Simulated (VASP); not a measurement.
# I (Fmmm) in VASP: single point with PBEsol

Aim: the single point of I with PBEsol.

Program: VASP 6.6.1. These are calculated values, not measurements. Logs are shortened: lines on timing, memory, paths and dates and some standing lists are left out, and cuts for length are marked.

## (1) The cell of the first run

The structure is orthorhombic, space group Fmmm (No. 69). The conventional cell has a = 4.480 Å, b = 4.496 Å, c = 7.536 Å, α = 90.00°, β = 90.00°, γ = 90.00°. I (site symmetry mmm) has 4 I at 3.17 Å within 4.2 Å.

## (2) Single point, PBEsol

INCAR reads:

```
SYSTEM = I
ALGO = Normal ; EDIFF = 1E-7
ENCUT = 520 ; GGA = PS
ISIF = 2 ; ISMEAR = 0
LASPH = .True. ; LCHARG = .False.
LREAL = .False. ; LWAVE = .False.
NBANDS = 10 ; NELM = 60
PREC = Accurate ; SIGMA = 0.1
```

KPOINTS reads:

```
k-points
0
Gamma
  14 14 14
  0 0 0
```

POSCAR reads:

```
I
1.0
    0.0000000000      2.2479271868      3.7681337510
    2.2399237993      0.0000000000      3.7681337510
    2.2399237993      2.2479271868      0.0000000000
I
1
Direct
    0.0000000000      0.0000000000      0.0000000000
```

Potentials or basis: VASP PAW PBE potentials, release 64 (I).

Started as:

```console
$ cat potpaw_PBE.64/I/POTCAR > POTCAR
$ mpirun -np 1 vasp_std > vasp.out
```

OUTCAR:

```text
SYSTEM = I
   EDIFF = 1E-7
   ENCUT = 520
   GGA = PS
   ISIF = 2
   ISMEAR = 0
   LASPH = .True.
   LREAL = .False.
   NELM = 60
   PREC = Accurate

 ion  position               nearest neighbor table
   1  0.000  0.000  0.000-

  LATTYP: Found a face centered orthorhombic cell.
 ALAT       =     4.4798475986
 B/A-ratio  =     1.0035730624
 C/A-ratio  =     1.6822597948

  Lattice vectors:

 A1 = (   0.0000000000,   2.2479271868,   3.7681337510)
 A2 = (   2.2399237993,   0.0000000000,   3.7681337510)
 A3 = (   2.2399237993,   2.2479271868,   0.0000000000)

Analysis of symmetry for initial positions (statically):
=====================================================================
 Subroutine PRICEL returns:
 Original cell was already a primitive cell.

 Routine SETGRP: Setting up the symmetry group for a
 face centered orthorhombic supercell.

 Subroutine GETGRP returns: Found  8 space group operations
 (whereof  8 operations were pure point group operations)
 out of a pool of  8 trial point group operations.

The static configuration has the point symmetry D_2h.

Analysis of symmetry for dynamics (positions and initial velocities):
=====================================================================
 Subroutine PRICEL returns:
 Original cell was already a primitive cell.

 Routine SETGRP: Setting up the symmetry group for a
 face centered orthorhombic supercell.

 Subroutine GETGRP returns: Found  8 space group operations
 (whereof  8 operations were pure point group operations)
 out of a pool of  8 trial point group operations.

The dynamic configuration has the point symmetry D_2h.

 Subroutine INISYM returns: Found  8 space group operations
 (whereof  8 operations are pure point group operations),
 and found     1 'primitive' translations

----------------------------------------------------------------------------------------

                                     Primitive cell

  volume of cell :      37.9465

  direct lattice vectors                    reciprocal lattice vectors
     0.000000000  2.247927187  3.768133751    -0.223221879  0.222427133  0.132691681
     2.239923799  0.000000000  3.768133751     0.223221879 -0.222427133  0.132691681
     2.239923799  2.247927187  0.000000000     0.223221879  0.222427133 -0.132691681

  length of vectors
     4.387711089  4.383616155  3.173394911     0.341919463  0.341919463  0.341919463

  position of ions in fractional coordinates (direct lattice)
     0.000000000  0.000000000  0.000000000
[... 81 lines left out ...]
   NFREE  =      0    steps in history (QN), initial steepest desc. (CG)
   ISIF   =      2    stress and relaxation
   ISYM   =      2    0-nonsym 1-usesym 2-fastsym
   POTIM  = 0.5000    time-step for ionic-motion
   TEBEG  =    0.0;   TEEND  =   0.0 temperature during run
   PSTRESS=    0.0 pullay stress
   NELECT =       7.0000    total number of electrons
   NUPDOWN=      -1.0000    fix difference up-down
   EMIN   =  10.00;   EMAX   =-10.00  energy-range for DOS
   EFERMI =   0.00;   METHOD = LEGACY
   ISMEAR =     0;   SIGMA  =   0.10  broadening in eV -4-tet -1-fermi 0-gaus
   EFERMI_NEDOS =   21; number of points for ismear=-14 and -15
   IALGO  =     38    algorithm
   IMIX   =      4    mixing-type and parameters
     AMIX     =   0.40;   BMIX     =  1.00
     AMIX_MAG =   1.60;   BMIX_MAG =  1.00
  volume/ion in A,a.u.               =      37.95       256.08
  Fermi-wavevector in a.u.,A,eV,Ry     =   0.931931  1.761094 11.816587  0.868495
  Thomas-Fermi vector in A             =   2.058475
   LORBIT       =      0    0 simple, 1 ext, 2 COOP (PROOUT), +10 PAW based schemes
   GGA     = PS    functional components
   LHFCALC =     F    Hartree Fock is set to
   AEXX    =    0.0000 exact exchange contribution
   IVDW    =     0    specifies the selected vdW correction
   LEPSILON=     F    determine dielectric tensor
   LRPA    =     F    only Hartree local field effects (RPA)
 non-spin polarized calculation
 Gauss-broadening in eV      SIGMA  =   0.10
  energy-cutoff  :      520.00
  volume of cell :       37.95
 maximum number of plane-waves:      1040
 NGX is ok and might be reduce to    36
   NGX = 17   NGY = 17   NGZ = 11

 number of electron       7.0000000 magnetization

 Free energy of the ion-electron system (eV)
  ---------------------------------------------------
  ext. energy  EPLUGINS =         0.00000000
  ---------------------------------------------------
  free energy    TOTEN  =        -1.68258533 eV

  energy without entropy =       -1.68040151  energy(sigma->0) =       -1.68149342

 E-fermi :   4.2089     XC(G=0):  -8.7512

 val. band max:        4.1941960650   @ k =  -0.2857   0.0714   0.1429
 cond. band min:       4.2098807141   @ k =   0.4286   0.0714   0.1429
 fundamental gap:      0.0156846491
 Fermi energy:         4.2089312725

 k-point     1 :       0.0000    0.0000    0.0000
  band No.  band energies     occupation
      1     -10.1188      2.00000
      2       2.1847      2.00000
      3       5.1102      0.00000
      4       5.1246      0.00000
      5       8.5124      0.00000
      6      11.4998      0.00000
      7      12.3884      0.00000
      8      16.2741      0.00000
      9      16.2893      0.00000
     10      16.3442      0.00000
[... 287 lines left out ...]
 k-point    24 :       0.2857    0.1429    0.0000
  band No.  band energies     occupation
      1      -9.7792      2.00000
      2       1.1417      2.00000
      3       3.2546      2.00000
      4       5.1770      0.00000
      5      10.7914      0.00000
      6      11.7268      0.00000
      7      13.6295      0.00000
      8      14.6332      0.00000
      9      17.3584      0.00000
     10      18.1882      0.00000

 [... further k-points ...]

------------------------ aborting loop because EDIFF is reached ----------------------------------------

  FORCE on cell =-STRESS in cart. coord.  units (eV):
  Direction    XX          YY          ZZ          XY          YZ          ZX
  --------------------------------------------------------------------------------------
  -------------------------------------------------------------------------------------
  Total       -0.0092669     -0.0114586      0.0000217     -0.0000000      0.0000000      0.0000000
  in kB       -0.3912667     -0.4838048      0.0009147     -0.0000000      0.0000000      0.0000000
  external PRESSURE =      -0.2913856 kB  Pullay stress =       0.0000000 kB

 VOLUME and BASIS-vectors are now :
 -----------------------------------------------------------------------------
  energy-cutoff  :      520.00
  volume of cell :       37.95
      direct lattice vectors                 reciprocal lattice vectors
     0.000000000  2.247927187  3.768133751    -0.223221879  0.222427133  0.132691681
     2.239923799  0.000000000  3.768133751     0.223221879 -0.222427133  0.132691681
     2.239923799  2.247927187  0.000000000     0.223221879  0.222427133 -0.132691681

 POSITION                                       TOTAL-FORCE (eV/Angst)
 -----------------------------------------------------------------------------------
      0.00000      0.00000      0.00000         0.000000      0.000000     -0.000000
 -----------------------------------------------------------------------------------
    total drift:                                0.000000      0.000000      0.000000

  FREE ENERGIE OF THE ION-ELECTRON SYSTEM (eV)
  ---------------------------------------------------
  free  energy   TOTEN  =        -1.6825853329 eV

  energy  without entropy=       -1.6804015067  energy(sigma->0) =       -1.68149342
```

Run time: 80 s. Hardware: 1 thread of Intel Xeon Platinum 8375C at 2.90GHz (Ice Lake), shared host; peak memory 0.29 GiB.

Results:

```
Free energy : -1.6826 eV
Pressure    : 0.0 GPa
```

Levels at points of the mesh, in eV from the Fermi level:
| k point | band 1 | band 2 | band 3 | band 4 | band 5 | band 6 | band 7 | band 8 |
| --- | --- | --- | --- | --- | --- | --- | --- | --- |
| (0.00, 0.00, 0.00) | -14.33 | -2.02 | 0.90 | 0.92 | 4.30 | 7.29 | 8.18 | 12.07 |
| (0.50, 0.00, 0.00) | -12.70 | -5.69 | -1.95 | 1.86 | 4.36 | 9.34 | 10.67 | 11.56 |
| (0.50, 0.50, 0.00) | -13.99 | -4.61 | 0.61 | 0.63 | 6.65 | 7.04 | 11.14 | 15.40 |
| (0.50, 0.00, 0.50) | -11.21 | -4.52 | -4.09 | -0.74 | 3.44 | 5.73 | 10.03 | 10.37 |
| (0.00, 0.50, 0.50) | -11.20 | -4.49 | -4.12 | -0.76 | 3.43 | 5.69 | 10.07 | 10.39 |

Caveat: the PAW data sets were made with another functional, which shifts forces and pressure a little; spin-orbit coupling is left out, which moves the levels of the heavy elements; an odd number of electrons without spin polarisation forces a metal; a magnetic or distorted state may lie lower.
